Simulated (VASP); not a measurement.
Set up this calculation in VASP 6.6.1, as the native input.

```yaml
Task: electric field gradients
Functional: PBE
Potentials_or_basis: VASP PAW PBE potentials, release 64 (O)
Cutoff: 520 eV
k_mesh: 10 × 10 × 7
Occupations: fermi-dirac, width 0.02 eV
Spin: no spin polarisation
Dipole_correction: no
Further_INCAR_settings: ALGO = Normal; EDIFF = 1e-08; NBANDS = 13
```

The structure of O lies in POSCAR:

```
O
1.0
    2.7429576650     -1.7408110001      0.0000000000
    2.7429576650      1.7408110001      0.0000000000
   -1.9951450610      0.0000000000      3.6355503000
O
2
Direct
    0.0640000000      0.0640000000      0.1530000000
    0.9360000000      0.9360000000      0.8470000000
```

This cell differs from its parent crystal: z stretched by -3 % at fixed volume.

One way to write it, as run:

INCAR

```
PREC = Accurate ; ENCUT = 520
EDIFF = 1E-8 ; ISMEAR = -1
SIGMA = 0.02 ; LREAL = False
LASPH = True ; NELM = 100
ALGO = Normal ; ISIF = 2
LWAVE = False ; LCHARG = False
GGA = PE ; LEFG = True
NBANDS = 13
```

KPOINTS

```
Automatic mesh
0
Gamma
  10 10 7
```

Potentials or basis: VASP PAW PBE potentials, release 64 (O).

Run with:

```bash
$ cat potpaw_PBE.64/O/POTCAR > POTCAR
$ mpirun -np 1 vasp_std > vasp.out
```

Results of the run:

```json
{
 "Pressure": "19.3 GPa",
 "Largest force": "12.979 eV/Å",
 "Band gap on the k mesh": "zero (bands 6 and 7 overlap by 0.56 eV)",
 "Largest electric field gradient by atom": "O +103.4 V/Å²"
}
```

Caveat: the standard files for N, O and F lose accuracy on very short bonds; spin is off for a triplet molecule; the stress differs along the axes, from -5 to 66 GPa; this functional lacks dispersion, which holds the molecules together, so the pressure and a relaxed volume are unreliable; without QUAD_EFG the Cq values of the log hold for a quadrupole moment of 1 mb, not for the nuclei; forces of over 1 eV/Å act on the atoms, so gaps and moduli don't describe the material at rest.

Run time: 81 s on 1 thread of Oxide Virtual Turin-like Processor, with other jobs on the host, peak memory 0.16 GiB.
